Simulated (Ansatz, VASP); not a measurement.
NiO2: VASP beside Ansatz

```xyz
3
Lattice="2.8221 0.0000 0.0000 -1.4111 2.4440 0.0000 0.0000 0.0000 4.8391" Properties=species:S:1:pos:R:3 pbc="T T T"
Ni    0.0000    0.0000    2.4196
O     1.4111    0.8147    3.0844
O     0.0000    1.6294    1.7547
```

Alike in both runs: task single point; functional PBEsol; k mesh 12 × 12 × 6; occupations gaussian, width 0.05 eV; no spin polarisation.

|  | VASP | Ansatz |
| --- | --- | --- |
| version | VASP 6.6.1 | Ansatz 0.2.0 |
| potentials or method | VASP PAW PBE potentials, release 64 (Ni, O), cutoff 520 eV | scalar-relativistic, plane waves, PAW |
| valence electrons in the cell | 22 | 30 |

|  | VASP | Ansatz | Ansatz less VASP |
| --- | --- | --- | --- |
| gap on the k mesh at the Fermi level (eV) | 0.73 | 0.75 | +0.021 |
| least direct gap on the mesh (eV) | 1.13 | 1.17 | +0.046 |
| rms of the force components (eV/Å) | 2.537 | 2.526 | -0.0109 |

VASP's potentials were made for PBE, not for PBEsol. Atom by atom the forces differ by 0.011 eV/Å (rms over components). VASP's potentials hold 22 valence electrons a cell and Ansatz's 30, so a difference there can come from the potentials and not from the codes.
